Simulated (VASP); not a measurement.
# WS2 (R3m) in VASP: single point with r2SCAN

Aim: the single point of WS2 with r2SCAN.

All numbers are computed with VASP 6.6.1; they aren't measurements. Logs are shortened: lines on timing, memory, paths and dates and some standing lists are left out, and cuts for length are marked.

### 1 The cell of the first run

Symmetry: R3m, No. 160, trigonal system. The conventional cell has a = 3.182 Å, b = 3.182 Å, c = 19.664 Å, α = 90.00°, β = 90.00°, γ = 120.00°. W (site symmetry 3m) has 6 S at 2.41 Å and 6 W at 3.18 Å within 3.2 Å. Within 3.2 Å of S (site symmetry 3m) lie 3 W at 2.41 Å and 7 S at 3.12 to 3.18 Å. Within 3.2 Å of S (site symmetry 3m) lie 3 W at 2.41 Å and 7 S at 3.12 to 3.18 Å.

### 2 Single point, r2SCAN

File POSCAR:

```
WS2
1.0
    3.1822289551      0.0000000000      0.0000000000
   -1.5911144776      2.7558911158      0.0000000000
    0.0000000000      0.0000000000     19.6644314895
W S
3 6
Direct
    0.6666666667      0.3333333333      0.3326589331
    0.3333333333      0.6666666667      0.6659922664
    0.0000000000      0.0000000000      0.9993255997
    0.3333333333      0.6666666667      0.2533674472
    0.6666666667      0.3333333333      0.0786069531
    0.0000000000      0.0000000000      0.5867007805
    0.3333333333      0.6666666667      0.4119402864
    0.6666666667      0.3333333333      0.9200341139
    0.0000000000      0.0000000000      0.7452736197
```

File INCAR.step1:

```
PREC     = Accurate       # precision mode
ENCUT    = 550            # plane-wave cutoff, eV
ISMEAR   = 0              # smearing method
SIGMA    = 0.02           # smearing width, eV
LREAL    = False          # projectors in reciprocal space
LASPH    = True           # aspherical terms in the spheres
NELM     = 120            # most SCF steps
NBANDS   = 49             # bands
GGA      = PE             # functional
ALGO     = Normal         # electronic algorithm
EDIFF    = 1E-5           # SCF threshold, eV
LWAVE    = True           # write WAVECAR
LCHARG   = False          # write CHGCAR
GGA_COMPAT= False
```

File INCAR.step2:

```
PREC     = Accurate       # precision mode
ENCUT    = 550            # plane-wave cutoff, eV
EDIFF    = 1E-6           # SCF threshold, eV
ISMEAR   = 0              # smearing method
SIGMA    = 0.02           # smearing width, eV
LREAL    = False          # projectors in reciprocal space
LASPH    = True           # aspherical terms in the spheres
NELM     = 120            # most SCF steps
ALGO     = Normal         # electronic algorithm
ISIF     = 2              # what is computed and relaxed
LWAVE    = False          # write WAVECAR
LCHARG   = False          # write CHGCAR
METAGGA  = R2SCAN         # meta-GGA
LMIXTAU  = True         
NBANDS   = 49             # bands
ISTART   = 1            
GGA_COMPAT= False
```

File KPOINTS:

```
Automatic mesh
0
Gamma
  12 12 2
```

Potentials or basis: VASP PAW PBE potentials, release 64 (W_sv, S).

On the command line:

```sh
cat potpaw_PBE.64/W_sv/POTCAR potpaw_PBE.64/S/POTCAR > POTCAR
cp INCAR.step1 INCAR
mpirun -np 1 vasp_std > vasp.out
cp INCAR.step2 INCAR
mpirun -np 1 vasp_std > vasp.out
```

OUTCAR:

```text
PREC = Accurate
   ENCUT = 550
   EDIFF = 1E-6
   ISMEAR = 0
   LREAL = False
   LASPH = True
   NELM = 120
   ISIF = 2
   METAGGA = R2SCAN
   ISTART = 1

 ion  position               nearest neighbor table
   1  0.667  0.333  0.333-   7 2.41   7 2.41   7 2.41   4 2.41   4 2.41   4 2.41
   2  0.333  0.667  0.666-   9 2.41   9 2.41   9 2.41   6 2.41   6 2.41   6 2.41
   3  0.000  0.000  0.999-   5 2.41   5 2.41   5 2.41   8 2.41   8 2.41   8 2.41
   4  0.333  0.667  0.253-   1 2.41   1 2.41   1 2.41
   5  0.667  0.333  0.079-   3 2.41   3 2.41   3 2.41
   6  0.000  0.000  0.587-   2 2.41   2 2.41   2 2.41
   7  0.333  0.667  0.412-   1 2.41   1 2.41   1 2.41
   8  0.667  0.333  0.920-   3 2.41   3 2.41   3 2.41
   9  0.000  0.000  0.745-   2 2.41   2 2.41   2 2.41

  LATTYP: Found a hexagonal cell.
 ALAT       =     3.1822289551
 C/A-ratio  =     6.1794521284

  Lattice vectors:

 A1 = (   3.1822289551,   0.0000000000,   0.0000000000)
 A2 = (  -1.5911144776,   2.7558911158,   0.0000000000)
 A3 = (   0.0000000000,   0.0000000000,  19.6644314895)

Analysis of symmetry for initial positions (statically):
=====================================================================
 Subroutine PRICEL returns following result:

  LATTYP: Found a trigonal (rhomboedric) cell.
 ALAT       =     6.8074273905
 COS(alpha) =     0.8907385865

  Lattice vectors:

 A1 = (   1.5911144774,  -0.9186303718,  -6.5548104958)
 A2 = (  -1.5911144772,  -0.9186303721,  -6.5548104978)
 A3 = (  -0.0000000002,   1.8372607440,  -6.5548104958)

   3 primitive cells build up your supercell.

 Routine SETGRP: Setting up the symmetry group for a
 hexagonal supercell.

 Subroutine GETGRP returns: Found  6 space group operations
 (whereof  6 operations were pure point group operations)
 out of a pool of 24 trial point group operations.

The static configuration has the point symmetry C_3v.

Analysis of symmetry for dynamics (positions and initial velocities):
=====================================================================
 Subroutine PRICEL returns following result:

  LATTYP: Found a trigonal (rhomboedric) cell.
 ALAT       =     6.8074273905
 COS(alpha) =     0.8907385865

  Lattice vectors:

 A1 = (   1.5911144774,  -0.9186303718,  -6.5548104958)
 A2 = (  -1.5911144772,  -0.9186303721,  -6.5548104978)
[... 116 lines left out ...]
   NSW    =      0    number of steps for IOM
   IBRION =     -1    ionic relax: 0-MD 1-quasi-New 2-CG
   NFREE  =      0    steps in history (QN), initial steepest desc. (CG)
   ISIF   =      2    stress and relaxation
   ISYM   =      2    0-nonsym 1-usesym 2-fastsym
   POTIM  = 0.5000    time-step for ionic-motion
   TEBEG  =    0.0;   TEEND  =   0.0 temperature during run
   PSTRESS=    0.0 pullay stress
   NELECT =      78.0000    total number of electrons
   NUPDOWN=      -1.0000    fix difference up-down
   EMIN   =  10.00;   EMAX   =-10.00  energy-range for DOS
   EFERMI =   0.00;   METHOD = LEGACY
   ISMEAR =     0;   SIGMA  =   0.02  broadening in eV -4-tet -1-fermi 0-gaus
   EFERMI_NEDOS =   21; number of points for ismear=-14 and -15
   IALGO  =     38    algorithm
   IMIX   =      4    mixing-type and parameters
     AMIX     =   0.40;   BMIX     =  1.00
     AMIX_MAG =   1.60;   BMIX_MAG =  1.00
  volume/ion in A,a.u.               =      19.16       129.31
  Fermi-wavevector in a.u.,A,eV,Ry     =   1.256651  2.374726 21.485942  1.579172
  Thomas-Fermi vector in A             =   2.390349
   LORBIT       =      0    0 simple, 1 ext, 2 COOP (PROOUT), +10 PAW based schemes
   METAGGA = R2SCAN    functional components
   LHFCALC =     F    Hartree Fock is set to
   AEXX    =    0.0000 exact exchange contribution
   IVDW    =     0    specifies the selected vdW correction
   LEPSILON=     F    determine dielectric tensor
   LRPA    =     F    only Hartree local field effects (RPA)
 non-spin polarized calculation
 Gauss-broadening in eV      SIGMA  =   0.02
  energy-cutoff  :      550.00
  volume of cell :      172.45
 maximum number of plane-waves:      5124
   NGX = 13   NGY = 13   NGZ = 75

 number of electron      78.0000003 magnetization

 Free energy of the ion-electron system (eV)
  ---------------------------------------------------
  ext. energy  EPLUGINS =         0.00000000
  ---------------------------------------------------
  free energy    TOTEN  =      -210.24340449 eV

  energy without entropy =     -210.24340449  energy(sigma->0) =     -210.24340449

 E-fermi :   6.4681     XC(G=0): -11.1022

 val. band max:        6.2621934542   @ k =   0.0000   0.0000   0.5000
 cond. band min:       7.6524436013   @ k =   0.3333   0.3333   0.5000
 fundamental gap:      1.3902501471
 Fermi energy:         6.4680786161

 k-point     1 :       0.0000    0.0000    0.0000
  band No.  band energies     occupation
      1     -70.2234      2.00000
      2     -70.2234      2.00000
      3     -70.2234      2.00000
      4     -33.8116      2.00000
      5     -33.8116      2.00000
      6     -33.8116      2.00000
[... 1237 lines left out ...]
     48       9.8861      0.00000
     49      10.3732      0.00000

 [... further k-points ...]

------------------------ aborting loop because EDIFF is reached ----------------------------------------

  FORCE on cell =-STRESS in cart. coord.  units (eV):
  Direction    XX          YY          ZZ          XY          YZ          ZX
  --------------------------------------------------------------------------------------
  -------------------------------------------------------------------------------------
  Total        0.2206706      0.2206706      0.1265486     -0.0000000      0.0000000      0.0000000
  in kB        2.0501242      2.0501242      1.1756904     -0.0000000      0.0000000      0.0000000
  external PRESSURE =       1.7586463 kB  Pullay stress =       0.0000000 kB

 VOLUME and BASIS-vectors are now :
 -----------------------------------------------------------------------------
  energy-cutoff  :      550.00
  volume of cell :      172.45
      direct lattice vectors                 reciprocal lattice vectors
     3.182228955  0.000000000  0.000000000     0.314245145  0.181429519  0.000000000
    -1.591114478  2.755891116  0.000000000     0.000000000  0.362859038  0.000000000
     0.000000000  0.000000000 19.664431490     0.000000000  0.000000000  0.050853237

 POSITION                                       TOTAL-FORCE (eV/Angst)
 -----------------------------------------------------------------------------------
      1.59111      0.91863      6.54155         0.000000     -0.000000      0.000231
     -0.00000      1.83726     13.09636        -0.000000      0.000000      0.000231
      0.00000      0.00000     19.65117        -0.000000     -0.000000      0.000231
     -0.00000      1.83726      4.98233         0.000000      0.000000     -0.020639
      1.59111      0.91863      1.54576         0.000000     -0.000000      0.020408
      0.00000      0.00000     11.53714         0.000000      0.000000     -0.020639
     -0.00000      1.83726      8.10057         0.000000      0.000000      0.020408
      1.59111      0.91863     18.09195         0.000000     -0.000000     -0.020639
      0.00000      0.00000     14.65538         0.000000     -0.000000      0.020408
 -----------------------------------------------------------------------------------
    total drift:                                0.000000     -0.000000      0.000550

  FREE ENERGIE OF THE ION-ELECTRON SYSTEM (eV)
  ---------------------------------------------------
  free  energy   TOTEN  =      -210.2434044869 eV

  energy  without entropy=     -210.2434044869  energy(sigma->0) =     -210.24340449
```

OUTCAR.step1:

```text
PREC = Accurate
   ENCUT = 550
   ISMEAR = 0
   LREAL = False
   LASPH = True
[... 1506 lines left out ...]
      0.00000      0.00000     11.53714         0.000000      0.000000     -0.237922
     -0.00000      1.83726      8.10057         0.000000     -0.000000      0.237943
      1.59111      0.91863     18.09195         0.000000     -0.000000     -0.237922
      0.00000      0.00000     14.65538         0.000000      0.000000      0.237943
 -----------------------------------------------------------------------------------
    total drift:                                0.000000      0.000000      0.000263

  FREE ENERGIE OF THE ION-ELECTRON SYSTEM (eV)
  ---------------------------------------------------
  free  energy   TOTEN  =       -70.9911875784 eV

  energy  without entropy=      -70.9911875784  energy(sigma->0) =      -70.99118758
```

OSZICAR.step1:

```text
N       E                     dE             d eps       ncg     rms          rms(c)
DAV:   1     0.825516569903E+03    0.82552E+03   -0.41646E+04  3972   0.164E+03
DAV:   2    -0.124289744921E+02   -0.83795E+03   -0.80925E+03  4313   0.448E+02
DAV:   3    -0.731864953516E+02   -0.60758E+02   -0.59598E+02  4635   0.112E+02
DAV:   4    -0.750794139162E+02   -0.18929E+01   -0.18798E+01  4566   0.198E+01
DAV:   5    -0.751366953509E+02   -0.57281E-01   -0.57199E-01  4745   0.349E+00    0.460E+01
DAV:   6    -0.715106273261E+02    0.36261E+01   -0.17092E+01  4428   0.209E+01    0.203E+01
DAV:   7    -0.711808666269E+02    0.32976E+00   -0.46855E+00  4240   0.884E+00    0.773E+00
DAV:   8    -0.709902119533E+02    0.19065E+00   -0.70527E-01  4597   0.447E+00    0.218E+00
DAV:   9    -0.709945117504E+02   -0.42998E-02   -0.87141E-02  4942   0.125E+00    0.125E+00
DAV:  10    -0.709918507690E+02    0.26610E-02   -0.42174E-02  4590   0.108E+00    0.456E-01
DAV:  11    -0.709911665466E+02    0.68422E-03   -0.64781E-03  4500   0.428E-01    0.188E-01
DAV:  12    -0.709911262469E+02    0.40300E-04   -0.31190E-04  4671   0.932E-02    0.629E-02
DAV:  13    -0.709911825711E+02   -0.56324E-04   -0.81002E-05  3996   0.428E-02    0.246E-02
DAV:  14    -0.709911875784E+02   -0.50073E-05   -0.11897E-05  3130   0.159E-02
   1 F= -.70991188E+02 E0= -.70991188E+02  d E =-.241636-111
```

Wall time 9.7 min (1 thread of Intel Xeon 6975P-C (Granite Rapids), shared host); peak memory 0.47 GiB.

Results:

```yaml
Free_energy: -210.2434 eV
Pressure: 0.2 GPa
Largest_force: 0.021 eV/Å
Band_gap_on_the_k_mesh: 1.39 eV
```

Forces in eV/Å, atoms in the order of the input:
```
W    0.000  0.000  0.000
W    0.000  0.000  0.000
W    0.000  0.000  0.000
S    0.000  0.000 -0.021
S    0.000  0.000  0.020
S    0.000  0.000 -0.021
S    0.000  0.000  0.020
S    0.000  0.000 -0.021
S    0.000  0.000  0.020
```

Stress tensor (GPa, compression positive):
```
0.21 0.00 0.00
0.00 0.21 0.00
0.00 0.00 0.12
```

Levels at points of the mesh, in eV from the valence-band top:
```
           k point  band 36  band 37  band 38  band 39  band 40  band 41  band 42  band 43
(0.00, 0.00, 0.00)    -1.91    -0.91    -0.14    -0.14     2.53     2.53     2.56     2.56
(0.50, 0.00, 0.00)    -1.93    -1.53    -1.53    -1.45     2.47     2.49     2.49     2.91
(0.00, 0.00, 0.50)    -2.29    -0.54    -0.54     0.00     2.54     2.54     2.54     2.54
(0.50, 0.00, 0.50)    -1.91    -1.56    -1.48    -1.48     2.48     2.48     2.49     2.88
```

Caveat: the PAW data sets were made with another functional, which shifts forces and pressure a little; spin-orbit coupling is left out, which moves the levels of the heavy elements.
